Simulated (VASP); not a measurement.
# SrGa15As16 (a cell with a defect) in VASP: single point with PBE

Aim: the single point of SrGa15As16 (a cell with a defect) with PBE.

All numbers are computed with VASP 6.6.1; they aren't measurements. Logs are shortened: lines on timing, memory, paths and dates and some standing lists are left out, and cuts for length are marked.

### 1 The cell of the first run

The cell holds a defect, 32 atoms: a = 9.952 Å, b = 9.952 Å, c = 9.952 Å, α = 109.47°, β = 109.47°, γ = 109.47°.

### 2 Single point, PBE

INCAR

```
PREC = Accurate ; ENCUT = 400
EDIFF = 1E-6 ; ISMEAR = 0
SIGMA = 0.05 ; LREAL = Auto
LASPH = True ; NELM = 120
ALGO = Normal ; ISIF = 2
LWAVE = False ; LCHARG = False
GGA = PE ; NBANDS = 164
GGA_COMPAT = False
```

KPOINTS

```
regular mesh
0
Gamma
  3 3 3
```

POSCAR

```
SrGa15As16
1.0
   -5.7459815093     -5.7459815093      5.7459815093
    5.7459815093      5.7459815093      5.7459815093
   -5.7459815093      5.7459815093     -5.7459815093
Sr Ga As
1 15 16
Direct
    0.2500000000      0.5000000000      0.2500000000
    0.5067656498      0.5000000000     -0.0026995101
    0.2500000000      0.7567656498     -0.0026995101
    0.7500000000      0.5000000000      0.7500000000
    0.5026995101      0.7526995101      0.7594651599
    0.2500000000      0.0000000000      0.7500000000
   -0.0026995101      0.5000000000      0.5067656498
    0.7594651599      0.7526995101      0.5026995101
    0.5026995101      0.0094651599      0.5026995101
    0.2500000000      0.2473004899      0.5067656498
   -0.0026995101      0.7567656498      0.2500000000
    0.7500000000      0.0000000000      0.2500000000
    0.5067656498      0.2473004899      0.2500000000
   -0.0067656498     -0.0094651599     -0.0067656498
    0.7405348401      0.2432343502     -0.0067656498
   -0.0067656498      0.2432343502      0.7405348401
   -0.0384590688      0.2115409312     -0.0384590688
    0.2500000000      0.2478862801      0.7543936107
   -0.0021137199      0.5000000000      0.7543936107
    0.5021137199      0.2565073306      0.5021137199
    0.2500000000      0.5000000000      0.5384590688
    0.0065073306      0.7521137199      0.5021137199
    0.7543936107      0.2478862801      0.2500000000
    0.5384590688      0.5000000000      0.2500000000
    0.2500000000      0.7884590688      0.2500000000
   -0.0021137199      0.0043936107      0.2500000000
    0.7543936107      0.5000000000     -0.0021137199
    0.5021137199      0.7521137199      0.0065073306
    0.2500000000      0.0043936107     -0.0021137199
    0.7456063893      0.7434926694      0.7456063893
    0.4934926694     -0.0043936107      0.7456063893
    0.7456063893     -0.0043936107      0.4934926694
```

Potentials or basis: VASP PAW PBE potentials, release 64 (Sr_sv, Ga_d, As).

Started as:

```
> cat potpaw_PBE.64/Sr_sv/POTCAR potpaw_PBE.64/Ga_d/POTCAR potpaw_PBE.64/As/POTCAR > POTCAR
> mpirun -np 1 vasp_std > vasp.out
```

OUTCAR:

```text
PREC = Accurate
   ENCUT = 400
   EDIFF = 1E-6
   ISMEAR = 0
   LREAL = Auto
   LASPH = True
   NELM = 120
   ISIF = 2
   GGA = PE

 ion  position               nearest neighbor table
   1  0.250  0.500  0.250-  17 2.87  21 2.87  24 2.87  25 2.87
   2  0.507  0.500  0.997-  24 2.43  27 2.46  18 2.50  28 2.50
   3  0.250  0.757  0.997-  25 2.43  29 2.46  28 2.50  19 2.50
   4  0.750  0.500  0.750-  19 2.45  27 2.45  30 2.45  20 2.45
   5  0.503  0.753  0.759-  21 2.43  28 2.46  30 2.50  31 2.50
   6  0.250  0.000  0.750-  18 2.45  29 2.45  31 2.45  22 2.45
[... 24 lines left out ...]
  31  0.493  0.996  0.746-   6 2.45  15 2.46   9 2.50   5 2.50
  32  0.746  0.996  0.493-  12 2.45  16 2.46   8 2.50   9 2.50

  LATTYP: Found a body centered cubic cell.
 ALAT       =    11.4919630186

  Lattice vectors:

 A1 = (  -5.7459815093,  -5.7459815093,   5.7459815093)
 A2 = (   5.7459815093,   5.7459815093,   5.7459815093)
 A3 = (  -5.7459815093,   5.7459815093,  -5.7459815093)

Analysis of symmetry for initial positions (statically):
=====================================================================
 Subroutine PRICEL returns:
 Original cell was already a primitive cell.

 Routine SETGRP: Setting up the symmetry group for a
 body centered cubic supercell.

 Subroutine GETGRP returns: Found 24 space group operations
 (whereof  2 operations were pure point group operations)
 out of a pool of 48 trial point group operations.

The static configuration has the point symmetry C_1h.
 The point group associated with its full space group is T_d .

Analysis of symmetry for dynamics (positions and initial velocities):
=====================================================================
 Subroutine PRICEL returns:
 Original cell was already a primitive cell.

 Routine SETGRP: Setting up the symmetry group for a
 body centered cubic supercell.

 Subroutine GETGRP returns: Found 24 space group operations
 (whereof  2 operations were pure point group operations)
 out of a pool of 48 trial point group operations.

The dynamic configuration has the point symmetry C_1h.
 The point group associated with its full space group is T_d .

 Subroutine INISYM returns: Found 24 space group operations
 (whereof  2 operations are pure point group operations),
 and found     1 'primitive' translations

----------------------------------------------------------------------------------------

                                     Primitive cell

  volume of cell :     758.8443

  direct lattice vectors                    reciprocal lattice vectors
    -5.745981509 -5.745981509  5.745981509    -0.087017335  0.000000000  0.087017335
     5.745981509  5.745981509  5.745981509     0.000000000  0.087017335  0.087017335
    -5.745981509  5.745981509 -5.745981509    -0.087017335  0.087017335  0.000000000

  length of vectors
     9.952331913  9.952331913  9.952331913     0.123061096  0.123061096  0.123061096

  position of ions in fractional coordinates (direct lattice)
     0.250000000  0.500000000  0.250000000
     0.506765650  0.500000000  0.997300490
     0.250000000  0.756765650  0.997300490
     0.750000000  0.500000000  0.750000000
     0.502699510  0.752699510  0.759465160
     0.250000000  0.000000000  0.750000000
[... 24 lines left out ...]
     0.493492669  0.995606389  0.745606389
     0.745606389  0.995606389  0.493492669

  ion indices of the primitive-cell ions
   primitive index   ion index
                 1           1
                 2           2
                 3           3
                 4           4
                 5           5
                 6           6
[... 24 lines left out ...]
                31          31
                32          32

----------------------------------------------------------------------------------------

 KPOINTS: regular mesh

Automatic generation of k-mesh.
 Grid dimensions read from file:
 generate k-points for:    3    3    3

 Generating k-lattice:

  Cartesian coordinates                     Fractional coordinates (reciprocal lattice)
    -0.029005778  0.000000000  0.029005778     0.333333333  0.000000000  0.000000000
     0.000000000  0.029005778  0.029005778     0.000000000  0.333333333  0.000000000
    -0.029005778  0.029005778  0.000000000     0.000000000  0.000000000  0.333333333

  Length of vectors
     0.041020365  0.041020365  0.041020365

  Shift w.r.t. Gamma in fractional coordinates (k-lattice)
     0.000000000  0.000000000  0.000000000

 Subroutine IBZKPT returns following result:
 ===========================================

 Found      4 irreducible k-points:

 Following reciprocal coordinates:
            Coordinates               Weight
  0.000000  0.000000  0.000000      1.000000
  0.333333  0.000000  0.000000     12.000000
  0.333333  0.333333  0.000000      8.000000
 -0.333333  0.333333  0.333333      6.000000
   k-points           NKPTS =      4   k-points in BZ     NKDIM =      4   number of bands    NBANDS=    164
   number of dos      NEDOS =    301   number of ions     NIONS =     32
   total plane-waves  NPLWV = 343000
   dimension x,y,z NGX =    70 NGY =   70 NGZ =   70
   dimension x,y,z NGXF=   140 NGYF=  140 NGZF=  140
   ions per type =               1  15  16
   NGX,Y,Z   is equivalent  to a cutoff of  11.69, 11.69, 11.69 a.u.
   NGXF,Y,Z  is equivalent  to a cutoff of  23.39, 23.39, 23.39 a.u.
 SYSTEM =  unknown system
   PREC   = accura    normal or accurate (medium, high low for compatibility)
   ISTART =      0    job   : 0-new  1-cont  2-samecut
   ICHARG =      2    charge: 1-file 2-atom 10-const
   ISPIN  =      1    spin polarized calculation?
   LNONCOLLINEAR =      F non collinear calculations
   LSORBIT =      F    spin-orbit coupling
   LASPH  =      T    aspherical Exc in radial PAW
   ENCUT  =  400.0 eV  29.40 Ry    5.42 a.u.  16.23 16.23 16.23*2*pi/ulx,y,z
   NELM   =    120;   NELMIN=  2; NELMDL= -5     # of ELM steps
   EDIFF  = 0.1E-05   stopping-criterion for ELM
   LREAL  =      T    real-space projection
   EDIFFG = 0.1E-04   stopping-criterion for IOM
   NSW    =      0    number of steps for IOM
   IBRION =     -1    ionic relax: 0-MD 1-quasi-New 2-CG
   NFREE  =      0    steps in history (QN), initial steepest desc. (CG)
   ISIF   =      2    stress and relaxation
   ISYM   =      2    0-nonsym 1-usesym 2-fastsym
   POTIM  = 0.5000    time-step for ionic-motion
   TEBEG  =    0.0;   TEEND  =   0.0 temperature during run
   PSTRESS=    0.0 pullay stress
   NELECT =     285.0000    total number of electrons
   NUPDOWN=      -1.0000    fix difference up-down
   EMIN   =  10.00;   EMAX   =-10.00  energy-range for DOS
   EFERMI =   0.00;   METHOD = LEGACY
   ISMEAR =     0;   SIGMA  =   0.05  broadening in eV -4-tet -1-fermi 0-gaus
   EFERMI_NEDOS =   21; number of points for ismear=-14 and -15
   IALGO  =     38    algorithm
   IMIX   =      4    mixing-type and parameters
     AMIX     =   0.40;   BMIX     =  1.00
     AMIX_MAG =   1.60;   BMIX_MAG =  1.00
  volume/ion in A,a.u.               =      23.71       160.03
  Fermi-wavevector in a.u.,A,eV,Ry     =   1.181151  2.232052 18.981741  1.395119
  Thomas-Fermi vector in A             =   2.317430
   LORBIT       =      0    0 simple, 1 ext, 2 COOP (PROOUT), +10 PAW based schemes
   GGA     = PE    functional components
   LHFCALC =     F    Hartree Fock is set to
   AEXX    =    0.0000 exact exchange contribution
   IVDW    =     0    specifies the selected vdW correction
   LEPSILON=     F    determine dielectric tensor
   LRPA    =     F    only Hartree local field effects (RPA)
 non-spin polarized calculation
 Gauss-broadening in eV      SIGMA  =   0.05
  energy-cutoff  :      400.00
  volume of cell :      758.84
 maximum number of plane-waves:     13811
 NGX is ok and might be reduce to    70
   NGX = 33   NGY = 33   NGZ = 33

 number of electron     284.9999884 magnetization

 Free energy of the ion-electron system (eV)
  ---------------------------------------------------
  ext. energy  EPLUGINS =         0.00000000
  ---------------------------------------------------
  free energy    TOTEN  =      -129.91907986 eV

  energy without entropy =     -129.91234883  energy(sigma->0) =     -129.91571435

 E-fermi :   3.4974     XC(G=0):  -9.3924

 val. band max:        3.3933197663   @ k =   0.3333   0.0000   0.0000
 cond. band min:       3.5378176570   @ k =   0.3333   0.0000   0.0000
 fundamental gap:      0.1444978907
 Fermi energy:         3.4974171307

 k-point     1 :       0.0000    0.0000    0.0000
  band No.  band energies     occupation
      1     -30.8928      2.00000
      2     -13.0757      2.00000
      3     -13.0757      2.00000
      4     -13.0757      2.00000
      5     -11.3240      2.00000
      6     -11.3240      2.00000
[... 146 lines left out ...]
    153       6.0179      0.00000
    154       6.0651      0.00000

 k-point     2 :       0.3333    0.0000    0.0000
  band No.  band energies     occupation
      1     -30.8928      2.00000
      2     -13.0758      2.00000
      3     -13.0758      2.00000
      4     -13.0757      2.00000
      5     -11.3205      2.00000
      6     -11.3192      2.00000
[... 146 lines left out ...]
    153       5.9701      0.00000
    154       6.1022      0.00000

 k-point     3 :       0.3333    0.3333    0.0000
  band No.  band energies     occupation
      1     -30.8927      2.00000
      2     -13.0758      2.00000
      3     -13.0758      2.00000
      4     -13.0757      2.00000
      5     -11.3187      2.00000
      6     -11.3133      2.00000
[... 146 lines left out ...]
    153       5.8935      0.00000
    154       5.9613      0.00000

 k-point     4 :      -0.3333    0.3333    0.3333
  band No.  band energies     occupation
      1     -30.8928      2.00000
      2     -13.0758      2.00000
      3     -13.0758      2.00000
      4     -13.0758      2.00000
      5     -11.3164      2.00000
      6     -11.3164      2.00000
[... 146 lines left out ...]
    153       6.1813      0.00000
    154       6.3870      0.00000
 [bands above 154 left out]

------------------------ aborting loop because EDIFF is reached ----------------------------------------

  FORCE on cell =-STRESS in cart. coord.  units (eV):
  Direction    XX          YY          ZZ          XY          YZ          ZX
  --------------------------------------------------------------------------------------
  -------------------------------------------------------------------------------------
  Total       11.2465333     11.2465333     11.2465333      0.0000000     -0.0000000      0.0000000
  in kB       23.7452416     23.7452416     23.7452416      0.0000000     -0.0000000      0.0000000
  external PRESSURE =      23.7452416 kB  Pullay stress =       0.0000000 kB

 VOLUME and BASIS-vectors are now :
 -----------------------------------------------------------------------------
  energy-cutoff  :      400.00
  volume of cell :      758.84
      direct lattice vectors                 reciprocal lattice vectors
    -5.745981509 -5.745981509  5.745981509    -0.087017335  0.000000000  0.087017335
     5.745981509  5.745981509  5.745981509     0.000000000  0.087017335  0.087017335
    -5.745981509  5.745981509 -5.745981509    -0.087017335  0.087017335  0.000000000

 POSITION                                       TOTAL-FORCE (eV/Angst)
 -----------------------------------------------------------------------------------
      0.00000      2.87299      2.87299        -0.000000      0.000000      0.000000
     -5.76935      5.69159      0.05439         0.016228     -0.003218      0.003218
     -2.81860      8.64234      0.05439         0.003218     -0.016228      0.003218
     -5.74598      2.87299      2.87299        -0.000000      0.000000      0.000000
     -2.92738      5.80037      2.84963        -0.003218      0.003218      0.016228
     -5.74598      2.87299     -2.87299        -0.000000      0.000000      0.000000
[... 24 lines left out ...]
     -1.39910      7.16938      4.27210        -0.000886     -0.000388      0.000886
     -1.39910      4.27210      7.16938        -0.000886      0.000886     -0.000388
 -----------------------------------------------------------------------------------
    total drift:                               -0.000006      0.000006     -0.000009

  FREE ENERGIE OF THE ION-ELECTRON SYSTEM (eV)
  ---------------------------------------------------
  free  energy   TOTEN  =      -129.9190798618 eV

  energy  without entropy=     -129.9123488341  energy(sigma->0) =     -129.91571435
```

Wall time 23 min (1 thread of Intel Xeon 6975P-C (Granite Rapids), shared host); peak memory 0.8 GiB.

Results:

```
Free energy            : -129.9191 eV
Pressure               : 2.4 GPa
Largest force          : 0.017 eV/Å
Band gap on the k mesh : zero (an odd number of electrons rules out a gap without spin polarisation)
```

Forces on the atoms (eV/Å):
```
Sr   0.000  0.000  0.000
Ga   0.016 -0.003  0.003
Ga   0.003 -0.016  0.003
Ga   0.000  0.000  0.000
Ga  -0.003  0.003  0.016
Ga   0.000  0.000  0.000
Ga   0.016  0.003 -0.003
Ga  -0.003  0.016  0.003
Ga  -0.016  0.003  0.003
Ga  -0.003 -0.016 -0.003
Ga   0.003  0.003 -0.016
Ga   0.000  0.000  0.000
Ga  -0.003 -0.003 -0.016
Ga  -0.016 -0.003 -0.003
Ga   0.003  0.016 -0.003
Ga   0.003 -0.003  0.016
As   0.009 -0.009 -0.009
As   0.001  0.000  0.001
As   0.000 -0.001  0.001
As   0.000 -0.001 -0.001
As  -0.009  0.009 -0.009
As   0.001  0.000 -0.001
As   0.001  0.001  0.000
As  -0.009 -0.009  0.009
As   0.009  0.009  0.009
As  -0.001 -0.001  0.000
As   0.000  0.001 -0.001
As   0.001 -0.001  0.000
As  -0.001  0.000 -0.001
As   0.000  0.001  0.001
As  -0.001  0.000  0.001
As  -0.001  0.001  0.000
```

Levels at points of the mesh, in eV from the Fermi level:
```
           k point  band 140  band 141  band 142  band 143  band 144  band 145
(0.00, 0.00, 0.00)     -0.57      0.11      0.11      0.11      0.31      1.50
```

Caveat: an odd number of electrons without spin polarisation forces a metal; a magnetic or distorted state may lie lower.

The gap in the log of VASP goes by the Fermi energy; the results here count the filled bands.